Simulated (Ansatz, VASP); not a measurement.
# LiCoPb4: VASP beside Ansatz

```
Li Co Pb
1.0
     0.00000    4.52189    4.52189
     4.52189    0.00000    4.52189
     4.52189    4.52189    0.00000
Li Co Pb
1 1 4
Direct
  0.00000 0.00000 0.00000
  0.75000 0.75000 0.75000
  0.37541 0.87378 0.37541
  0.37541 0.37541 0.87378
  0.37541 0.37541 0.37541
  0.87378 0.37541 0.37541
```

Alike in both runs: functional PBE; k mesh 4 × 4 × 4; occupations gaussian, width 0.1 eV; collinear spin.

Ansatz relaxed the structure, and its values are those at the end. VASP's run is a single point on that final structure, the one shown.

```csv
,VASP,Ansatz
version,VASP 6.6.1,Ansatz 0.2.0
potentials or method,"VASP PAW PBE potentials, release 64 (Li_sv, Co, Pb_d), cutoff 520 eV","scalar-relativistic, plane waves, PAW"
valence electrons in the cell,68,76
```

Ansatz gave:

```
gap on the k mesh at the Fermi level (eV)                     : none
net moment per atom (μB)                                      : 0.40
size of the moment on the site where the two differ most (μB) : 2.19
```

Problem. Estimate VASP's values.

Solution. gap on the k mesh at the Fermi level (eV): none; net moment per atom (μB): 0.28; size of the moment on the site where the two differ most (μB): 1.95.

The net moments are unlike, so the other rows may belong to different states. Site moments also hang on the region over which each program counts them. A gap of «none» marks a metal or a gap that the smearing closes. VASP's potentials hold 68 valence electrons a cell and Ansatz's 76, so a difference there can come from the potentials and not from the codes.

Neither program's run includes spin-orbit coupling. Noted on VASP's run: the cutoff is under 1.25 times that of the potentials, so the pressure is a little rough.
